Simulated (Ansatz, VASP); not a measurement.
**Two plane-wave programs on NaBe4**

```
Na Be
1.0
     2.42047    0.00000    0.00000
    -1.21023    2.09619    0.00000
     0.00000    0.00000   10.39471
Na Be
1 4
Direct
  0.00000 0.00000 0.00000
  0.33333 0.66667 0.75401
  0.33333 0.66667 0.41551
  0.66667 0.33333 0.24599
  0.66667 0.33333 0.58449
```

Change from the starting cell: species swapped into the Co4H type (P-3m1, No. 164).

Alike in both runs: functional PBE; k mesh 18 × 18 × 4; occupations gaussian, width 0.1 eV; no spin polarisation.

Ansatz relaxed the structure, and its values are those at the end. VASP's run is a single point on that final structure, the one shown.

|  | VASP | Ansatz |
| --- | --- | --- |
| version | VASP 6.6.1 | Ansatz 0.2.0 |
| potentials or method | VASP PAW PBE potentials, release 64 (Na_pv, Be), cutoff 520 eV | scalar-relativistic, plane waves, PAW |
| valence electrons in the cell | 15 | 17 |

|  | VASP | Ansatz | Ansatz less VASP |
| --- | --- | --- | --- |
| gap on the k mesh at the Fermi level (eV) | none | none | - |
| pressure (GPa) | 0.1 | 0.0 | -0.11 |

A gap of «none» marks a metal or a gap that the smearing closes. The functional is the same, so the differences come from potentials, cutoffs and numerics. VASP's potentials hold 15 valence electrons a cell and Ansatz's 17, so a difference there can come from the potentials and not from the codes.
